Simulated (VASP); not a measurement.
The system is Li.

```
CELL_PARAMETERS angstrom
-1.75465 1.75465 1.75465
1.75465 -1.75465 1.75465
1.75465 1.75465 -1.75465
ATOMIC_POSITIONS crystal
Li 0.00000 0.00000 0.00000
```

```yaml
Program: VASP 6.6.1
Task: relaxation of cell and atoms
Functional: BLYP
Dispersion: D3(BJ)
Potentials_or_basis: VASP PAW PBE potentials, release 64 (Li_sv)
Cutoff: 600 eV
k_mesh: 11 × 11 × 11
Occupations: fermi-dirac, width 0.05 eV
Spin: no spin polarisation
```

At the start: pressure -3.5 GPa; volume 21.61 Å³/atom.

**Question.** How do energy, volume and symmetry change on relaxing?

**Answer.** Over 6 steps the energy falls by 82.5 meV/atom and the volume is 15.61 Å³/atom (-27.7 %); space group Im-3m (No. 229, to 0.05 Å).

The path:
| step | energy change (eV) | largest force (eV/Å) | pressure (GPa) | volume (Å³) |
| --- | --- | --- | --- | --- |
| 1 | 0.0000 | 0.0000 | -3.50 | 21.61 |
| 2 | -0.0298 | 0.0000 | -3.11 | 20.16 |
| 3 | -0.0770 | 0.0000 | -1.27 | 16.93 |
| 4 | 0.0184 | 0.0000 | 9.79 | 11.53 |
| 5 | -0.0821 | 0.0000 | -0.39 | 15.97 |
| 6 | -0.0825 | 0.0000 | 0.04 | 15.61 |

Final structure:
```yaml
crystal:
  lattice:
    - [-1.57452, 1.57452, 1.57452]
    - [1.57452, -1.57452, 1.57452]
    - [1.57452, 1.57452, -1.57452]
  atoms:
    - { symbol: Li, position: [0.00000, 0.00000, 0.00000] }
```

The cell as given is a measured one (21.61 Å³/atom); BLYP+D3(BJ) puts the equilibrium volume -27.7 % from it, thermal expansion not counted.

Caveat: the cutoff is under 1.25 times the usual one of these potentials, so pressure, stress and relaxed cells hold a basis-set (Pulay) error; the volume moved by over 15 % at a fixed basis, so the end points are rough; the PAW data sets were made with another functional, which shifts forces and pressure a little; the volume moved by -28 % from the deposited cell, more than functionals usually miss; pairwise dispersion overbinds metals, which lowers pressure and volume.
